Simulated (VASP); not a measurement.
# NiO (Fm-3m) in VASP: further runs

NiO is run at these levels: LDA+U; tasks: single point.

Everything below comes from runs of VASP 6.6.1. Logs are shortened: lines on timing, memory, paths and dates and some standing lists are left out, and cuts for length are marked.

### Step 1. The cell of the first run

The structure is cubic, space group Fm-3m (No. 225). Conventional cell: a = 4.183 Å, b = 4.183 Å, c = 4.183 Å, α = 90.00°, β = 90.00°, γ = 90.00°. Ni (site symmetry m-3m) has 6 O at 2.09 Å within 2.8 Å. O (site symmetry m-3m) has 6 Ni at 2.09 Å within 2.8 Å.

### Step 2. Single point, LDA+U, collinear spin, antiferromagnetic start

Contents of INCAR:

```
  PREC = Accurate
  ENCUT = 520
  EDIFF = 1E-6
  ISMEAR = 0
  SIGMA = 0.05
  LREAL = False
  LASPH = True
  NELM = 150
  ALGO = Normal
  ISIF = 2
  LWAVE = False
  LCHARG = False
  ISPIN = 2
  MAGMOM = 2 -2 0 0
  LORBIT = 11
  LMAXMIX = 4
  LDAU = True
  LDAUTYPE = 2
  LDAUL = 2 -1
  LDAUU = 4.2 0
  LDAUJ = 0 0
  LDAUPRINT = 1
  NBANDS = 28
```

Contents of KPOINTS:

```
regular mesh
0
Gamma
  6 6 6
```

Contents of POSCAR:

```
NiO
1.0
    0.0000000000      2.0913095126      2.0913095126
    4.1826190252      2.0913095126      2.0913095126
    4.1826190252      4.1826190252      0.0000000000
Ni O
2 2
Direct
    0.0000000000      0.0000000000      0.0000000000
    0.0000000000      0.0000000000      0.5000000000
    0.5000000000      0.5000000000      0.0000000000
    0.5000000000      0.5000000000      0.5000000000
```

Potentials or basis: VASP PAW LDA potentials, release 64 (Ni, O).

Command:

```bash
cat potpaw_LDA.64/Ni/POTCAR potpaw_LDA.64/O/POTCAR > POTCAR
mpirun -np 1 vasp_std > vasp.out
```

OUTCAR:

```text
PREC = Accurate
   ENCUT = 520
   EDIFF = 1E-6
   ISMEAR = 0
   LREAL = False
   LASPH = True
   NELM = 150
   ISIF = 2
   ISPIN = 2
   LORBIT = 11

 ion  position               nearest neighbor table
   1  0.000  0.000  0.000-   4 2.09   3 2.09   4 2.09   3 2.09   4 2.09   4 2.09   2 2.96   2 2.96
                             2 2.96   2 2.96   2 2.96   2 2.96   2 2.96   2 2.96
   2  0.000  0.000  0.500-   3 2.09   3 2.09   4 2.09   4 2.09   3 2.09   3 2.09   1 2.96   1 2.96
                             1 2.96   1 2.96   1 2.96   1 2.96   1 2.96   1 2.96
   3  0.500  0.500  0.000-   2 2.09   1 2.09   2 2.09   1 2.09   2 2.09   2 2.09
   4  0.500  0.500  0.500-   1 2.09   1 2.09   2 2.09   2 2.09   1 2.09   1 2.09

  LATTYP: Found a simple tetragonal cell.
 ALAT       =     2.9575582758
 C/A-ratio  =     1.4142135624

  Lattice vectors:

 A1 = (   0.0000000000,  -2.0913095126,   2.0913095126)
 A2 = (   0.0000000000,  -2.0913095126,  -2.0913095126)
 A3 = (   4.1826190252,   0.0000000000,   0.0000000000)

Analysis of symmetry for initial positions (statically):
=====================================================================
 Subroutine PRICEL returns following result:

  LATTYP: Found a face centered cubic cell.
 ALAT       =     4.1826190252
[... 12 lines left out ...]
 Subroutine GETGRP returns: Found 16 space group operations
 (whereof 16 operations were pure point group operations)
 out of a pool of 16 trial point group operations.

The static configuration has the point symmetry D_4h.

Analysis of symmetry for dynamics (positions and initial velocities):
=====================================================================
 Subroutine PRICEL returns following result:

  LATTYP: Found a face centered cubic cell.
 ALAT       =     4.1826190252
[... 12 lines left out ...]
 Subroutine GETGRP returns: Found 16 space group operations
 (whereof 16 operations were pure point group operations)
 out of a pool of 16 trial point group operations.

The dynamic configuration has the point symmetry D_4h.

Analysis of structural, dynamic, and magnetic symmetry:
=====================================================================
 Subroutine PRICEL returns following result:

  LATTYP: Found a face centered cubic cell.
 ALAT       =     4.1826190252
[... 12 lines left out ...]
 Subroutine GETGRP returns: Found 16 space group operations
 (whereof 16 operations were pure point group operations)
 out of a pool of 16 trial point group operations.

The overall configuration has the point symmetry D_4h.

 Subroutine INISYM returns: Found 16 space group operations
 (whereof 16 operations are pure point group operations),
 and found     2 'primitive' translations

----------------------------------------------------------------------------------------

                                     Primitive cell

  volume of cell :      18.2930

  direct lattice vectors                    reciprocal lattice vectors
    -2.091309513  2.091309513  0.000000000    -0.239084649  0.239084649 -0.239084649
    -2.091309513  0.000000000  2.091309513    -0.239084649 -0.239084649  0.239084649
     0.000000000  2.091309513  2.091309513     0.239084649  0.239084649  0.239084649

  length of vectors
     2.957558276  2.957558276  2.957558276     0.414106759  0.414106759  0.414106759

  position of ions in fractional coordinates (direct lattice)
[... 133 lines left out ...]
 -0.0000  0.0000 -0.0000  0.9765 -0.0000
 -0.0000  0.0000  0.0000 -0.0000  1.0270

spin component  2

  0.9742 -0.0000 -0.0000 -0.0000  0.0000
 -0.0000  0.9732 -0.0000  0.0000  0.0000
 -0.0000 -0.0000  0.1836  0.0000  0.0012
 -0.0000  0.0000  0.0000  0.9742 -0.0000
  0.0000  0.0000  0.0012 -0.0000  0.1822

 occupancies and eigenvectors

  o =  0.1815  v =  0.0000  0.0000  0.0000  0.0000  0.0000  0.0000  0.0000  0.5000 -0.0000 -0.8660      0.0000  0.0000  0.0000  0.0000  0.0000  0.0000  0.0000  0.0000  0.0000  0.0000
  o =  0.1843  v =  0.0000  0.0000  0.0000  0.0000  0.0000  0.0000  0.0000  0.8660  0.0000  0.5000      0.0000  0.0000  0.0000  0.0000  0.0000  0.0000  0.0000  0.0000  0.0000  0.0000
  o =  0.9732  v =  0.0000  0.0000  0.0000  0.0000  0.0000  0.0000 -1.0000  0.0000 -0.0000 -0.0000      0.0000  0.0000  0.0000  0.0000  0.0000  0.0000  0.0000  0.0000  0.0000  0.0000
  o =  0.9742  v =  0.0000  0.0000  0.0000  0.0000  0.0000  0.0000 -0.0000  0.0000  1.0000 -0.0000      0.0000  0.0000  0.0000  0.0000  0.0000  0.0000  0.0000  0.0000  0.0000  0.0000
  o =  0.9742  v =  0.0000  0.0000  0.0000  0.0000  0.0000  1.0000  0.0000  0.0000  0.0000  0.0000      0.0000  0.0000  0.0000  0.0000  0.0000  0.0000  0.0000  0.0000  0.0000  0.0000
  o =  0.9765  v =  0.0000  0.0000 -0.0000 -1.0000 -0.0000  0.0000  0.0000  0.0000  0.0000  0.0000      0.0000  0.0000  0.0000  0.0000  0.0000  0.0000  0.0000  0.0000  0.0000  0.0000
  o =  0.9765  v =  1.0000  0.0000  0.0000  0.0000  0.0000  0.0000  0.0000  0.0000  0.0000  0.0000      0.0000  0.0000  0.0000  0.0000  0.0000  0.0000  0.0000  0.0000  0.0000  0.0000
  o =  0.9769  v =  0.0000  1.0000 -0.0000  0.0000 -0.0000  0.0000  0.0000  0.0000  0.0000  0.0000      0.0000  0.0000  0.0000  0.0000  0.0000  0.0000  0.0000  0.0000  0.0000  0.0000
  o =  1.0269  v =  0.0000  0.0000  0.5000 -0.0000 -0.8660  0.0000  0.0000  0.0000  0.0000  0.0000      0.0000  0.0000  0.0000  0.0000  0.0000  0.0000  0.0000  0.0000  0.0000  0.0000
  o =  1.0270  v =  0.0000 -0.0000 -0.8660  0.0000 -0.5000  0.0000  0.0000  0.0000  0.0000  0.0000      0.0000  0.0000  0.0000  0.0000  0.0000  0.0000  0.0000  0.0000  0.0000  0.0000

atom =   2  type =  1  l = 2

 onsite density matrix

spin component  1

  0.9742 -0.0000 -0.0000 -0.0000  0.0000
 -0.0000  0.9732 -0.0000  0.0000  0.0000
 -0.0000 -0.0000  0.1836  0.0000  0.0012
 -0.0000  0.0000  0.0000  0.9742 -0.0000
  0.0000  0.0000  0.0012 -0.0000  0.1822

spin component  2

  0.9765 -0.0000 -0.0000 -0.0000 -0.0000
 -0.0000  0.9769 -0.0000  0.0000  0.0000
 -0.0000 -0.0000  1.0270 -0.0000  0.0000
 -0.0000  0.0000 -0.0000  0.9765 -0.0000
 -0.0000  0.0000  0.0000 -0.0000  1.0270

 occupancies and eigenvectors

  o =  0.1815  v =  0.0000  0.0000  0.5000  0.0000 -0.8660  0.0000  0.0000  0.0000  0.0000  0.0000      0.0000  0.0000  0.0000  0.0000  0.0000  0.0000  0.0000  0.0000  0.0000  0.0000
  o =  0.1843  v =  0.0000 -0.0000  0.8660 -0.0000  0.5000  0.0000  0.0000  0.0000  0.0000  0.0000      0.0000  0.0000  0.0000  0.0000  0.0000  0.0000  0.0000  0.0000  0.0000  0.0000
  o =  0.9732  v =  0.0000 -1.0000  0.0000 -0.0000 -0.0000  0.0000  0.0000  0.0000  0.0000  0.0000      0.0000  0.0000  0.0000  0.0000  0.0000  0.0000  0.0000  0.0000  0.0000  0.0000
  o =  0.9742  v =  0.0000 -0.0000 -0.0000  1.0000  0.0000  0.0000  0.0000  0.0000  0.0000  0.0000      0.0000  0.0000  0.0000  0.0000  0.0000  0.0000  0.0000  0.0000  0.0000  0.0000
  o =  0.9742  v =  1.0000  0.0000  0.0000  0.0000  0.0000  0.0000  0.0000  0.0000  0.0000  0.0000      0.0000  0.0000  0.0000  0.0000  0.0000  0.0000  0.0000  0.0000  0.0000  0.0000
  o =  0.9765  v =  0.0000  0.0000  0.0000  0.0000  0.0000  0.0000  0.0000 -0.0000 -1.0000  0.0000      0.0000  0.0000  0.0000  0.0000  0.0000  0.0000  0.0000  0.0000  0.0000  0.0000
  o =  0.9765  v =  0.0000  0.0000  0.0000  0.0000  0.0000  1.0000  0.0000  0.0000  0.0000  0.0000      0.0000  0.0000  0.0000  0.0000  0.0000  0.0000  0.0000  0.0000  0.0000  0.0000
  o =  0.9769  v =  0.0000  0.0000  0.0000  0.0000  0.0000  0.0000  1.0000  0.0000  0.0000  0.0000      0.0000  0.0000  0.0000  0.0000  0.0000  0.0000  0.0000  0.0000  0.0000  0.0000
  o =  1.0269  v =  0.0000  0.0000  0.0000  0.0000  0.0000  0.0000 -0.0000  0.5000 -0.0000 -0.8660      0.0000  0.0000  0.0000  0.0000  0.0000  0.0000  0.0000  0.0000  0.0000  0.0000
  o =  1.0270  v =  0.0000  0.0000  0.0000  0.0000  0.0000  0.0000  0.0000 -0.8660  0.0000 -0.5000      0.0000  0.0000  0.0000  0.0000  0.0000  0.0000  0.0000  0.0000  0.0000  0.0000

 number of electron      32.0000010 magnetization       0.0000000

 Free energy of the ion-electron system (eV)
  ---------------------------------------------------
  ext. energy  EPLUGINS =         0.00000000
  ---------------------------------------------------
  free energy    TOTEN  =       -23.84755020 eV

  energy without entropy =      -23.84755020  energy(sigma->0) =      -23.84755020

 E-fermi :   7.1678     XC(G=0): -13.1309

 val. band max:        6.9639080317   @ k =   0.5000   0.0000   0.0000
 cond. band min:       7.7868785477   @ k =   0.0000   0.5000   0.5000
 fundamental gap:      0.8229705160
 Fermi energy:         7.1677706041

 spin component 1

 k-point     1 :       0.0000    0.0000    0.0000
  band No.  band energies     occupation
      1     -12.1150      1.00000
      2     -10.6026      1.00000
      3       0.9170      1.00000
      4       1.9774      1.00000
      5       2.0529      1.00000
      6       2.3154      1.00000
[... 1481 lines left out ...]
     27      26.5814      0.00000
     28      26.7725      0.00000

 [... further k-points ...]
[... 5 lines left out ...]
  --------------------------------------------------------------------------------------
  -------------------------------------------------------------------------------------
  Total       -3.3639792     -3.3408891     -3.3408891     -0.0000000      0.0000000      0.0000000
  in kB     -147.3156714   -146.3045087   -146.3045087     -0.0000000      0.0000000      0.0000000
  external PRESSURE =    -146.6415630 kB  Pullay stress =       0.0000000 kB

 VOLUME and BASIS-vectors are now :
 -----------------------------------------------------------------------------
  energy-cutoff  :      520.00
  volume of cell :       36.59
      direct lattice vectors                 reciprocal lattice vectors
     0.000000000  2.091309513  2.091309513    -0.239084649  0.239084649  0.239084649
     4.182619025  2.091309513  2.091309513     0.239084649 -0.239084649  0.239084649
     4.182619025  4.182619025  0.000000000     0.000000000  0.239084649 -0.239084649

 POSITION                                       TOTAL-FORCE (eV/Angst)
 -----------------------------------------------------------------------------------
      0.00000      0.00000      0.00000        -0.000000      0.000000     -0.000000
      2.09131      2.09131      0.00000         0.000000      0.000000      0.000000
      2.09131      2.09131      2.09131         0.000000      0.000000     -0.000000
      4.18262      4.18262      2.09131        -0.000000     -0.000000     -0.000000
 -----------------------------------------------------------------------------------
    total drift:                                0.000000     -0.000000     -0.000000

  FREE ENERGIE OF THE ION-ELECTRON SYSTEM (eV)
  ---------------------------------------------------
  free  energy   TOTEN  =       -23.8475502039 eV

  energy  without entropy=      -23.8475502038  energy(sigma->0) =      -23.84755020

 total charge

# of ion       s       p       d       tot
------------------------------------------
    1        0.346   0.424   8.244   9.013
    2        0.346   0.424   8.244   9.013
    3        1.536   3.437   0.000   4.973
    4        1.536   3.437   0.000   4.973
--------------------------------------------------
tot          3.763   7.722  16.488  27.973

 magnetization (x)

# of ion       s       p       d       tot
------------------------------------------
    1        0.015   0.019   1.695   1.730
    2       -0.015  -0.019  -1.695  -1.730
    3       -0.008  -0.080   0.000  -0.089
    4        0.008   0.080   0.000   0.089
--------------------------------------------------
tot          0.000   0.000   0.000   0.000
```

Wall time 99 s (1 thread of AMD EPYC 9R45 (Zen 5), shared host); peak memory 0.19 GiB.

What came out:

| Property | Result |
| --- | --- |
| Free energy | -23.8476 eV |
| Pressure | -14.7 GPa |
| Band gap on the k mesh | 0.82 eV |
| Net moment | 0.00 μB per cell |
| Site moments | Ni +1.73, -1.73; O -0.09, +0.09 μB |
| Valence electrons inside the program's atomic spheres | Ni 9.01; O 4.97 |

Stress tensor (GPa, compression positive):
```
-14.73   0.00   0.00
  0.00 -14.63   0.00
  0.00   0.00 -14.63
```

Eigenvalues of the final occupation matrices:
| site | spin | trace | eigenvalues |
| --- | --- | --- | --- |
| site 1 d | 1 | 4.98 | 0.98 0.98 0.98 1.03 1.03 |
| site 1 d | 2 | 3.29 | 0.18 0.18 0.97 0.97 0.97 |
| site 2 d | 1 | 3.29 | 0.18 0.18 0.97 0.97 0.97 |
| site 2 d | 2 | 4.98 | 0.98 0.98 0.98 1.03 1.03 |

Caveat: the k points lie up to 0.43 Å⁻¹ apart.

### Step 3. Single point, LDA+U, collinear spin, antiferromagnetic start

This run uses another cell than the first one, of the same volume but with other edges.

Contents of INCAR:

```
ALGO = Normal ; EDIFF = 1E-6
ENCUT = 520 ; GGA = CA
ISIF = 2 ; ISMEAR = 0
ISPIN = 2 ; LASPH = T
LCHARG = T ; LDAU = T
LDAUJ = 0 0 ; LDAUL = 2 -1
LDAUPRINT = 1 ; LDAUTYPE = 2
LDAUU = 4.2 0 ; LELF = T
LMAXMIX = 4 ; LORBIT = 11
LREAL = F ; LVHAR = T
LWAVE = F ; MAGMOM = 2 -2 0 0
NBANDS = 28 ; NELM = 150
PREC = Accurate ; SIGMA = 0.05
```

Contents of KPOINTS:

```
k-points
0
Gamma
  12 12 6
```

Contents of POSCAR:

```
NiO
1.0
    0.0000000000      2.0913095126      2.0913095126
    2.0913095126      0.0000000000      2.0913095126
    4.1826190252      4.1826190252      0.0000000000
Ni O
2 2
Direct
    0.0000000000      0.0000000000      0.0000000000
    0.0000000000      0.0000000000      0.5000000000
    0.5000000000      0.5000000000      0.2500000000
    0.5000000000      0.5000000000      0.7500000000
```

Potentials or basis: VASP PAW LDA potentials, release 64 (Ni, O).

Command:

```bash
cat potpaw_LDA.64/Ni/POTCAR potpaw_LDA.64/O/POTCAR > POTCAR
mpirun -np 1 vasp_std > vasp.out
```

OUTCAR:

```text
EDIFF = 1E-6
   ENCUT = 520
   GGA = CA
   ISIF = 2
   ISMEAR = 0
   ISPIN = 2
   LASPH = T
   LORBIT = 11
   LREAL = F
   NELM = 150
   PREC = Accurate

 ion  position               nearest neighbor table
   1  0.000  0.000  0.000-   4 2.09   3 2.09   4 2.09   3 2.09   4 2.09   3 2.09   2 2.96   2 2.96
                             2 2.96   2 2.96   2 2.96   2 2.96
   2  0.000  0.000  0.500-   3 2.09   3 2.09   4 2.09   3 2.09   4 2.09   4 2.09   1 2.96   1 2.96
                             1 2.96   1 2.96   1 2.96   1 2.96
   3  0.500  0.500  0.250-   1 2.09   1 2.09   2 2.09   1 2.09   2 2.09   2 2.09
   4  0.500  0.500  0.750-   2 2.09   1 2.09   2 2.09   1 2.09   2 2.09   1 2.09

  LATTYP: Found a trigonal (rhomboedric) cell.
 ALAT       =     5.1226412001
 COS(alpha) =     0.8333333333

  Lattice vectors:

 A1 = (   4.1826190252,   2.0913095126,  -2.0913095126)
 A2 = (   2.0913095126,   2.0913095126,  -4.1826190252)
 A3 = (   2.0913095126,   4.1826190252,  -2.0913095126)

Analysis of symmetry for initial positions (statically):
[... 1807 lines left out ...]
     27      25.3801      0.00000
     28      28.9673      0.00000

 [... further k-points ...]
[... 5 lines left out ...]
  --------------------------------------------------------------------------------------
  -------------------------------------------------------------------------------------
  Total       -4.2039141     -4.2039141     -4.2039141     -0.0319477      0.0319477      0.0319477
  in kB     -184.0981752   -184.0981752   -184.0981752     -1.3990560      1.3990560      1.3990560
  external PRESSURE =    -184.0981752 kB  Pullay stress =       0.0000000 kB

 VOLUME and BASIS-vectors are now :
 -----------------------------------------------------------------------------
  energy-cutoff  :      520.00
  volume of cell :       36.59
      direct lattice vectors                 reciprocal lattice vectors
     0.000000000  2.091309513  2.091309513    -0.239084649  0.239084649  0.239084649
     2.091309513  0.000000000  2.091309513     0.239084649 -0.239084649  0.239084649
     4.182619025  4.182619025  0.000000000     0.119542324  0.119542324 -0.119542324

 POSITION                                       TOTAL-FORCE (eV/Angst)
 -----------------------------------------------------------------------------------
      0.00000      0.00000      0.00000         0.000000      0.000000     -0.000000
      2.09131      2.09131      0.00000         0.000000      0.000000      0.000000
      2.09131      2.09131      2.09131        -0.000000     -0.000000      0.000000
      4.18262      4.18262      2.09131        -0.000000      0.000000     -0.000000
 -----------------------------------------------------------------------------------
    total drift:                                0.000000     -0.000000     -0.000000

  FREE ENERGIE OF THE ION-ELECTRON SYSTEM (eV)
  ---------------------------------------------------
  free  energy   TOTEN  =       -24.2146345863 eV

  energy  without entropy=      -24.2146345863  energy(sigma->0) =      -24.21463459

 total charge

# of ion       s       p       d       tot
------------------------------------------
    1        0.340   0.416   8.287   9.043
    2        0.340   0.416   8.287   9.043
    3        1.541   3.414   0.000   4.955
    4        1.541   3.414   0.000   4.955
--------------------------------------------------
tot          3.762   7.660  16.573  27.996

 magnetization (x)

# of ion       s       p       d       tot
------------------------------------------
    1       -0.007  -0.010   1.593   1.577
    2        0.007   0.010  -1.593  -1.577
    3        0.000   0.000   0.000   0.000
    4        0.000   0.000   0.000   0.000
--------------------------------------------------
tot          0.000   0.000   0.000   0.000
```

OSZICAR:

```text
N       E                     dE             d eps       ncg     rms          rms(c)
DAV:   1     0.253474115568E+03    0.25347E+03   -0.14590E+04 11448   0.152E+03
DAV:   2     0.147918407228E+01   -0.25199E+03   -0.22492E+03 11248   0.336E+02
DAV:   3    -0.249888290136E+02   -0.26468E+02   -0.24887E+02 12140   0.118E+02
DAV:   4    -0.255230303581E+02   -0.53420E+00   -0.53213E+00 11680   0.170E+01
DAV:   5    -0.255332460568E+02   -0.10216E-01   -0.10215E-01 13052   0.232E+00    0.211E+01
DAV:   6    -0.237270039270E+02    0.18062E+01   -0.14432E+01 14388   0.868E+01    0.222E+01
DAV:   7    -0.240200900712E+02   -0.29309E+00   -0.35547E+00 13580   0.457E+01    0.103E+01
DAV:   8    -0.241748688802E+02   -0.15478E+00   -0.69550E-01 14552   0.850E+00    0.744E+00
DAV:   9    -0.242074110283E+02   -0.32542E-01   -0.40939E-02 13396   0.771E+00    0.108E+00
DAV:  10    -0.242142206389E+02   -0.68096E-02   -0.20094E-02 16048   0.244E+00    0.359E-01
DAV:  11    -0.242144385059E+02   -0.21787E-03   -0.53973E-03 12040   0.110E+00    0.115E-01
DAV:  12    -0.242145654145E+02   -0.12691E-03   -0.27653E-04 14776   0.180E-01    0.639E-02
DAV:  13    -0.242146306626E+02   -0.65248E-04   -0.44544E-05 15432   0.141E-01    0.173E-02
DAV:  14    -0.242146344257E+02   -0.37631E-05   -0.24263E-05 12080   0.465E-02    0.619E-03
DAV:  15    -0.242146345863E+02   -0.16060E-06   -0.61923E-07  6076   0.117E-02
   1 F= -.24214635E+02 E0= -.24214635E+02  d E =-.128942E-18  mag=    -0.0000
```

Run time: 2.6 min. Hardware: 1 thread of AMD EPYC 9R45 (Zen 5), shared host; peak memory 0.23 GiB.

Results:

- Free energy: -24.2146 eV
- Pressure: -18.4 GPa
- Band gap on the k mesh: 2.28 eV
- Net moment: 0.00 μB per cell
- Site moments: Ni +1.58, -1.58; O +0.00 μB
- Valence electrons inside the program's atomic spheres: Ni 9.04; O 4.96

Eigenvalues of the final occupation matrices:
| site | spin | trace | eigenvalues |
| --- | --- | --- | --- |
| site 1 d | 1 | 4.95 | 0.98 0.98 0.98 1.01 1.01 |
| site 1 d | 2 | 3.36 | 0.22 0.22 0.97 0.97 0.97 |
| site 2 d | 1 | 3.36 | 0.22 0.22 0.97 0.97 0.97 |
| site 2 d | 2 | 4.95 | 0.98 0.98 0.98 1.01 1.01 |

(Continued in part 2 of 2.)
